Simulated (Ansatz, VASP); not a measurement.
# CuSb: VASP beside Ansatz

File POSCAR:

```
CuSb
1.0
    0.0000000000      2.9383090185      2.9383090185
    2.9383090185      0.0000000000      2.9383090185
    2.9383090185      2.9383090185      0.0000000000
Cu Sb
1 1
Direct
    0.0000000000      0.0000000000      0.0000000000
    0.2500000000      0.2500000000      0.2500000000
```

The input INCAR.step1:

```
SYSTEM = CuSb
PREC = Accurate
ENCUT = 660
ISMEAR = 0
SIGMA = 0.05
LREAL = .FALSE.
LASPH = .TRUE.
NELM = 120
NBANDS = 15
GGA = PE
ALGO = Normal
EDIFF = 1E-5
LWAVE = .TRUE.
LCHARG = .FALSE.
GGA_COMPAT = .FALSE.
```

Contents of INCAR.step2:

```
SYSTEM = CuSb
PREC = Accurate
ENCUT = 660
EDIFF = 1E-6
ISMEAR = 0
SIGMA = 0.05
LREAL = .FALSE.
LASPH = .TRUE.
NELM = 120
ALGO = Normal
ISIF = 2
LWAVE = .FALSE.
LCHARG = .TRUE.
METAGGA = R2SCAN
LMIXTAU = .TRUE.
LELF = .TRUE.
LVHAR = .TRUE.
NBANDS = 15
ISTART = 1
GGA_COMPAT = .FALSE.
```

File KPOINTS:

```
Automatic mesh
0
G
  10 10 10
  0 0 0
```

Input for Ansatz:

```yaml
crystal:
  lattice:
    - [0.0, 2.9383090185, 2.9383090185]
    - [2.9383090185, 0.0, 2.9383090185]
    - [2.9383090185, 2.9383090185, 0.0]
  atoms:
    - { symbol: Cu, position: [0.0, 0.0, 0.0] }
    - { symbol: Sb, position: [0.25, 0.25, 0.25] }
basis:
  ecutwfc: 500
  ecutrho_ratio: 4
kpoints:
  mp_grid: { grid: [10, 10, 10] }
hamiltonian:
  xc: r2scan
scf:
  occupations: { method: gaussian, width: 0.05 }
output:
  forces: true
  stress: true
  eigenvalues: true
  write_density: true
  write_potential: true
  elf: true
  volumetric_format: npy
```

Alike in both runs: task single point; functional r2SCAN; k mesh 10 × 10 × 10; occupations gaussian, width 0.05 eV; no spin polarisation.

|  | VASP | Ansatz |
| --- | --- | --- |
| version | VASP 6.6.1 | Ansatz 0.2.0 |
| potentials or method | VASP PAW PBE potentials, release 64 (Cu, Sb), cutoff 660 eV | scalar-relativistic, plane waves, PAW |
| valence electrons in the cell | 16 | 34 |

```tsv
	VASP	Ansatz	Ansatz less VASP
gap on the k mesh at the Fermi level (eV)	none	none	-
pressure (GPa)	-2.3	-2.3	-0.03
```

VASP's potentials were made for PBE, not for r2SCAN. A gap of «none» marks a metal or a gap that the smearing closes. VASP's potentials hold 16 valence electrons a cell and Ansatz's 34, so a difference there can come from the potentials and not from the codes.

Spin-orbit coupling is off throughout.
